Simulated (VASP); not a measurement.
# ZnO (sol) (P6_3mc) in VASP: notebook

ZnO (sol) is run at these levels: PBEsol; tasks: single point.

All numbers are computed with VASP 6.6.1; they aren't measurements. Logs are shortened: lines on timing, memory, paths and dates and some standing lists are left out, and cuts for length are marked.

**1. The cell of the first run**

It takes space group P6_3mc (No. 186, hexagonal). Conventional cell: a = 3.250 Å, b = 3.250 Å, c = 5.205 Å, α = 90.00°, β = 90.00°, γ = 120.00°. Zn (site symmetry 3m) has 4 O at 1.97 to 1.99 Å within 2.6 Å. Within 2.6 Å of O (site symmetry 3m) lie 4 Zn at 1.97 to 1.99 Å.

**2. Single point, PBEsol**

The input, INCAR:

```
ALGO = Normal
EDIFF = 1E-7
ENCUT = 520
GGA = PS
ISIF = 2
ISMEAR = 0
LASPH = T
LCHARG = F
LREAL = F
LWAVE = F
NBANDS = 26
NELM = 80
PREC = Accurate
SIGMA = 0.1
```

The input, KPOINTS:

```
k-points
0
Gamma
  6 6 4
```

The input, POSCAR:

```
ZnO
1.0
    3.2500000000      0.0000000000      0.0000000000
   -1.6250000000      2.8145825623      0.0000000000
    0.0000000000      0.0000000000      5.2050000000
Zn O
2 2
Direct
    0.3333333333      0.6666666667      0.0000000000
    0.6666666667      0.3333333333      0.5000000000
    0.3333333333      0.6666666667      0.3820000000
    0.6666666667      0.3333333333      0.8820000000
```

Potentials or basis: VASP PAW PBE potentials, release 64 (Zn, O).

On the command line:

```bash
$ cat potpaw_PBE.64/Zn/POTCAR potpaw_PBE.64/O/POTCAR > POTCAR
$ mpirun -np 1 vasp_std > vasp.out
```

OUTCAR:

```text
EDIFF = 1E-7
   ENCUT = 520
   GGA = PS
   ISIF = 2
   ISMEAR = 0
   LASPH = T
   LREAL = F
   NELM = 80
   PREC = Accurate

 ion  position               nearest neighbor table
   1  0.333  0.667  0.000-   4 1.97   4 1.97   4 1.97   3 1.99
   2  0.667  0.333  0.500-   3 1.97   3 1.97   3 1.97   4 1.99
   3  0.333  0.667  0.382-   2 1.97   2 1.97   2 1.97   1 1.99
   4  0.667  0.333  0.882-   1 1.97   1 1.97   1 1.97   2 1.99

  LATTYP: Found a hexagonal cell.
 ALAT       =     3.2500000000
 C/A-ratio  =     1.6015384615

  Lattice vectors:

 A1 = (   3.2500000000,   0.0000000000,   0.0000000000)
 A2 = (  -1.6250000000,   2.8145825623,   0.0000000000)
 A3 = (   0.0000000000,   0.0000000000,   5.2050000000)

Analysis of symmetry for initial positions (statically):
=====================================================================
 Subroutine PRICEL returns:
 Original cell was already a primitive cell.

 Routine SETGRP: Setting up the symmetry group for a
 hexagonal supercell.

 Subroutine GETGRP returns: Found 12 space group operations
 (whereof  6 operations were pure point group operations)
 out of a pool of 24 trial point group operations.

The static configuration has the point symmetry C_3v.
 The point group associated with its full space group is C_6v.

Analysis of symmetry for dynamics (positions and initial velocities):
=====================================================================
 Subroutine PRICEL returns:
 Original cell was already a primitive cell.

 Routine SETGRP: Setting up the symmetry group for a
 hexagonal supercell.

 Subroutine GETGRP returns: Found 12 space group operations
 (whereof  6 operations were pure point group operations)
 out of a pool of 24 trial point group operations.

The dynamic configuration has the point symmetry C_3v.
 The point group associated with its full space group is C_6v.

 Subroutine INISYM returns: Found 12 space group operations
 (whereof  6 operations are pure point group operations),
 and found     1 'primitive' translations

----------------------------------------------------------------------------------------

                                     Primitive cell

  volume of cell :      47.6122

  direct lattice vectors                    reciprocal lattice vectors
     3.250000000  0.000000000  0.000000000     0.307692308  0.177646237  0.000000000
    -1.625000000  2.814582562  0.000000000     0.000000000  0.355292473  0.000000000
     0.000000000  0.000000000  5.205000000     0.000000000  0.000000000  0.192122959

  length of vectors
     3.250000000  3.250000000  5.205000000     0.355292473  0.355292473  0.192122959

  position of ions in fractional coordinates (direct lattice)
     0.333333333  0.666666667  0.000000000
     0.666666667  0.333333333  0.500000000
     0.333333333  0.666666667  0.382000000
     0.666666667  0.333333333  0.882000000

  ion indices of the primitive-cell ions
   primitive index   ion index
                 1           1
                 2           2
                 3           3
                 4           4

----------------------------------------------------------------------------------------

 KPOINTS: k-points

Automatic generation of k-mesh.
 Grid dimensions read from file:
 generate k-points for:    6    6    4

 Generating k-lattice:

  Cartesian coordinates                     Fractional coordinates (reciprocal lattice)
     0.051282051  0.029607706  0.000000000     0.166666667  0.000000000  0.000000000
     0.000000000  0.059215412  0.000000000     0.000000000  0.166666667  0.000000000
     0.000000000  0.000000000  0.048030740     0.000000000  0.000000000  0.250000000

  Length of vectors
     0.059215412  0.059215412  0.048030740

  Shift w.r.t. Gamma in fractional coordinates (k-lattice)
     0.000000000  0.000000000  0.000000000

 Subroutine IBZKPT returns following result:
 ===========================================

 Found     21 irreducible k-points:

 Following reciprocal coordinates:
            Coordinates               Weight
  0.000000  0.000000  0.000000      1.000000
  0.166667  0.000000  0.000000      6.000000
  0.333333  0.000000  0.000000      6.000000
  0.500000  0.000000  0.000000      3.000000
  0.166667  0.166667  0.000000      6.000000
  0.333333  0.166667  0.000000     12.000000
[... 13 lines left out ...]
  0.333333  0.166667  0.500000     12.000000
  0.333333  0.333333  0.500000      2.000000
   k-points           NKPTS =     21   k-points in BZ     NKDIM =     21   number of bands    NBANDS=     26
   number of dos      NEDOS =    301   number of ions     NIONS =      4
   total plane-waves  NPLWV =  23040
   dimension x,y,z NGX =    24 NGY =   24 NGZ =   40
   dimension x,y,z NGXF=    48 NGYF=   48 NGZF=   80
   ions per type =               2   2
   NGX,Y,Z   is equivalent  to a cutoff of  12.28, 12.28, 12.78 a.u.
   NGXF,Y,Z  is equivalent  to a cutoff of  24.55, 24.55, 25.55 a.u.
 SYSTEM =  unknown system
   PREC   = accura    normal or accurate (medium, high low for compatibility)
   ISTART =      0    job   : 0-new  1-cont  2-samecut
   ICHARG =      2    charge: 1-file 2-atom 10-const
   ISPIN  =      1    spin polarized calculation?
   LNONCOLLINEAR =      F non collinear calculations
   LSORBIT =      F    spin-orbit coupling
   LASPH  =      T    aspherical Exc in radial PAW
   ENCUT  =  520.0 eV  38.22 Ry    6.18 a.u.   6.04  6.04  9.68*2*pi/ulx,y,z
   NELM   =     80;   NELMIN=  2; NELMDL= -5     # of ELM steps
   EDIFF  = 0.1E-06   stopping-criterion for ELM
   LREAL  =      F    real-space projection
   EDIFFG = 0.1E-05   stopping-criterion for IOM
   NSW    =      0    number of steps for IOM
   IBRION =     -1    ionic relax: 0-MD 1-quasi-New 2-CG
   NFREE  =      0    steps in history (QN), initial steepest desc. (CG)
   ISIF   =      2    stress and relaxation
   ISYM   =      2    0-nonsym 1-usesym 2-fastsym
   POTIM  = 0.5000    time-step for ionic-motion
   TEBEG  =    0.0;   TEEND  =   0.0 temperature during run
   PSTRESS=    0.0 pullay stress
   NELECT =      36.0000    total number of electrons
   NUPDOWN=      -1.0000    fix difference up-down
   EMIN   =  10.00;   EMAX   =-10.00  energy-range for DOS
   EFERMI =   0.00;   METHOD = LEGACY
   ISMEAR =     0;   SIGMA  =   0.10  broadening in eV -4-tet -1-fermi 0-gaus
   EFERMI_NEDOS =   21; number of points for ismear=-14 and -15
   IALGO  =     38    algorithm
   IMIX   =      4    mixing-type and parameters
     AMIX     =   0.40;   BMIX     =  1.00
     AMIX_MAG =   1.60;   BMIX_MAG =  1.00
  volume/ion in A,a.u.               =      11.90        80.33
  Fermi-wavevector in a.u.,A,eV,Ry     =   1.491430  2.818395 30.264315  2.224364
  Thomas-Fermi vector in A             =   2.604086
   LORBIT       =      0    0 simple, 1 ext, 2 COOP (PROOUT), +10 PAW based schemes
   GGA     = PS    functional components
   LHFCALC =     F    Hartree Fock is set to
   AEXX    =    0.0000 exact exchange contribution
   IVDW    =     0    specifies the selected vdW correction
   LEPSILON=     F    determine dielectric tensor
   LRPA    =     F    only Hartree local field effects (RPA)
 non-spin polarized calculation
 Gauss-broadening in eV      SIGMA  =   0.10
  energy-cutoff  :      520.00
  volume of cell :       47.61
 maximum number of plane-waves:      1302
   NGX = 13   NGY = 13   NGZ = 19

 number of electron      36.0000017 magnetization

 Free energy of the ion-electron system (eV)
  ---------------------------------------------------
  ext. energy  EPLUGINS =         0.00000000
  ---------------------------------------------------
  free energy    TOTEN  =       -19.40838969 eV

  energy without entropy =      -19.40838968  energy(sigma->0) =      -19.40838968

 E-fermi :   1.3964     XC(G=0): -11.1831

 val. band max:        1.0497964475   @ k =   0.0000   0.0000   0.0000
 cond. band min:       1.7332995647   @ k =   0.0000   0.0000   0.0000
 fundamental gap:      0.6835031172
 Fermi energy:         1.3964491088

 k-point     1 :       0.0000    0.0000    0.0000
  band No.  band energies     occupation
      1     -16.9898      2.00000
      2     -16.2408      2.00000
      3      -4.6729      2.00000
      4      -4.6729      2.00000
      5      -4.6365      2.00000
      6      -4.5865      2.00000
[... 18 lines left out ...]
     25      15.0343      0.00000
     26      15.0343      0.00000

 k-point     2 :       0.1667    0.0000    0.0000
  band No.  band energies     occupation
      1     -16.8402      2.00000
      2     -16.1776      2.00000
      3      -4.8329      2.00000
      4      -4.5876      2.00000
      5      -4.5532      2.00000
      6      -4.4850      2.00000
[... 18 lines left out ...]
     25      14.9813      0.00000
     26      15.2588      0.00000

 k-point     3 :       0.3333    0.0000    0.0000
  band No.  band energies     occupation
      1     -16.5026      2.00000
      2     -16.0727      2.00000
      3      -4.9982      2.00000
      4      -4.6365      2.00000
      5      -4.4471      2.00000
      6      -4.2477      2.00000
[... 18 lines left out ...]
     25      14.3592      0.00000
     26      15.0078      0.00000

 k-point     4 :       0.5000    0.0000    0.0000
  band No.  band energies     occupation
      1     -16.2874      2.00000
      2     -16.0577      2.00000
      3      -4.9123      2.00000
      4      -4.7501      2.00000
      5      -4.3999      2.00000
      6      -4.0452      2.00000
[... 18 lines left out ...]
     25      14.1659      0.00000
     26      15.1520      0.00000

 k-point     5 :       0.1667    0.1667    0.0000
  band No.  band energies     occupation
      1     -16.5949      2.00000
      2     -16.0940      2.00000
      3      -4.8885      2.00000
      4      -4.6629      2.00000
      5      -4.4226      2.00000
      6      -4.4099      2.00000
[... 18 lines left out ...]
     25      13.5042      0.00000
     26      16.1049      0.00000

 k-point     6 :       0.3333    0.1667    0.0000
  band No.  band energies     occupation
      1     -16.2959      2.00000
      2     -16.0532      2.00000
      3      -4.8094      2.00000
      4      -4.5724      2.00000
      5      -4.4017      2.00000
      6      -4.1882      2.00000
[... 340 lines left out ...]
 k-point    18 :       0.5000    0.0000    0.5000
  band No.  band energies     occupation
      1     -16.1628      2.00000
      2     -16.1628      2.00000
      3      -5.1175      2.00000
      4      -5.1175      2.00000
      5      -4.1765      2.00000
      6      -4.1765      2.00000
[... 18 lines left out ...]
     25      14.6294      0.00000
     26      14.6294      0.00000

 k-point    19 :       0.1667    0.1667    0.5000
  band No.  band energies     occupation
      1     -16.3425      2.00000
      2     -16.3425      2.00000
      3      -5.0310      2.00000
      4      -5.0310      2.00000
      5      -4.4489      2.00000
      6      -4.4489      2.00000
[... 18 lines left out ...]
     25      14.3667      0.00000
     26      14.3667      0.00000

 k-point    20 :       0.3333    0.1667    0.5000
  band No.  band energies     occupation
      1     -16.1650      2.00000
      2     -16.1650      2.00000
      3      -4.9731      2.00000
      4      -4.9731      2.00000
      5      -4.3172      2.00000
      6      -4.3172      2.00000
[... 18 lines left out ...]
     25      15.1115      0.00000
     26      15.1115      0.00000

 k-point    21 :       0.3333    0.3333    0.5000
  band No.  band energies     occupation
      1     -16.1068      2.00000
      2     -16.1068      2.00000
      3      -4.7162      2.00000
      4      -4.7162      2.00000
      5      -4.4603      2.00000
      6      -4.4603      2.00000
[... 18 lines left out ...]
     25      16.5947      0.00000
     26      16.5947      0.00000

------------------------ aborting loop because EDIFF is reached ----------------------------------------

  FORCE on cell =-STRESS in cart. coord.  units (eV):
  Direction    XX          YY          ZZ          XY          YZ          ZX
  --------------------------------------------------------------------------------------
  -------------------------------------------------------------------------------------
  Total       -0.2040908     -0.2040908     -0.0892557      0.0000000      0.0000000      0.0000000
  in kB       -6.8677745     -6.8677745     -3.0035055      0.0000000      0.0000000      0.0000000
  external PRESSURE =      -5.5796848 kB  Pullay stress =       0.0000000 kB

 VOLUME and BASIS-vectors are now :
 -----------------------------------------------------------------------------
  energy-cutoff  :      520.00
  volume of cell :       47.61
      direct lattice vectors                 reciprocal lattice vectors
     3.250000000  0.000000000  0.000000000     0.307692308  0.177646237  0.000000000
    -1.625000000  2.814582562  0.000000000     0.000000000  0.355292473  0.000000000
     0.000000000  0.000000000  5.205000000     0.000000000  0.000000000  0.192122959

 POSITION                                       TOTAL-FORCE (eV/Angst)
 -----------------------------------------------------------------------------------
     -0.00000      1.87639      0.00000         0.000000      0.000000      0.032390
      1.62500      0.93819      2.60250        -0.000000     -0.000000      0.032390
     -0.00000      1.87639      1.98831         0.000000     -0.000000     -0.032390
      1.62500      0.93819      4.59081        -0.000000      0.000000     -0.032390
 -----------------------------------------------------------------------------------
    total drift:                               -0.000000     -0.000000     -0.000671

  FREE ENERGIE OF THE ION-ELECTRON SYSTEM (eV)
  ---------------------------------------------------
  free  energy   TOTEN  =       -19.4083896890 eV

  energy  without entropy=      -19.4083896796  energy(sigma->0) =      -19.40838968
```

Run time: 14 s. Hardware: 1 thread of Intel Xeon Platinum 8488C (Sapphire Rapids), shared host; peak memory 0.16 GiB.

What came out:

```
Free energy            : -19.4084 eV
Pressure               : -0.6 GPa
Largest force          : 0.032 eV/Å
Band gap on the k mesh : 0.68 eV, direct
```

Forces on the atoms (eV/Å):
```
Zn   0.000  0.000  0.032
Zn   0.000  0.000  0.032
O    0.000  0.000 -0.032
O    0.000  0.000 -0.032
```

Stress tensor (GPa, compression positive):
```
-0.69  0.00  0.00
 0.00 -0.69  0.00
 0.00  0.00 -0.30
```

Caveat: the PAW data sets were made with another functional, which shifts forces and pressure a little.

[end of part 1 of 4]
